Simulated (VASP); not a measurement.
Write the native input for VASP 6.6.1 that does the following.

| Item | Value |
| --- | --- |
| Task | single point |
| Functional | PBEsol |
| Potentials or basis | VASP PAW PBE potentials, release 64 (Hf_pv, N) |
| Cutoff | 520 eV |
| k mesh | 8 × 8 × 12 |
| Occupations | gaussian, width 0.1 eV |
| Spin | no spin polarisation |
| Dipole correction | no |
| Further INCAR settings | ALGO = Normal; EDIFF = 1e-06; NBANDS = 34 |

The structure of Hf2N lies in POSCAR:

```
Hf2N
1.0
    5.4047083875      0.0000000000      0.0000000000
    0.0000000000      5.4047083875      0.0000000000
    0.0000000000      0.0000000000      3.2842865951
Hf N
4 2
Direct
    0.2965236128      0.2965236128      0.0000000000
    0.7034763872      0.7034763872      0.0000000000
    0.7965236128      0.2034763872      0.5000000000
    0.2034763872      0.7965236128      0.5000000000
    0.0000000000      0.0000000000      0.0000000000
    0.5000000000      0.5000000000      0.5000000000
```

One way to write it, as run:

INCAR

```
SYSTEM = Hf2N
PREC     = Accurate       ! precision mode
ENCUT    = 520            ! plane-wave cutoff, eV
EDIFF    = 1E-6           ! SCF threshold, eV
ISMEAR   = 0              ! smearing method
SIGMA    = 0.1            ! smearing width, eV
LREAL    = .FALSE.        ! projectors in reciprocal space
LASPH    = .TRUE.         ! aspherical terms in the spheres
NELM     = 60             ! most SCF steps
ALGO     = Normal         ! electronic algorithm
ISIF     = 2              ! what is computed and relaxed
LWAVE    = .FALSE.        ! write WAVECAR
LCHARG   = .FALSE.        ! write CHGCAR
GGA      = PS             ! functional
NBANDS   = 34             ! bands
```

KPOINTS

```
Automatic mesh
0
G
  8 8 12
  0 0 0
```

Potentials or basis: VASP PAW PBE potentials, release 64 (Hf_pv, N).

The run is started by

```sh
$ cat potpaw_PBE.64/Hf_pv/POTCAR potpaw_PBE.64/N/POTCAR > POTCAR
$ mpirun -np 1 vasp_std > vasp.out
```

Results of the run:

```yaml
Pressure: -11.6 GPa
Largest_force: 0.010 eV/Å
Band_gap_on_the_k_mesh: zero (bands 25 and 26 overlap by 2.52 eV)
```

Caveat: the cell stands under tension; the PAW data sets were made with another functional, which shifts forces and pressure a little; spin-orbit coupling is left out, which moves the levels of the heavy elements.

It took 7.7 min on 1 thread of Intel Xeon 8259CL, on a shared host, peak memory 0.38 GiB.
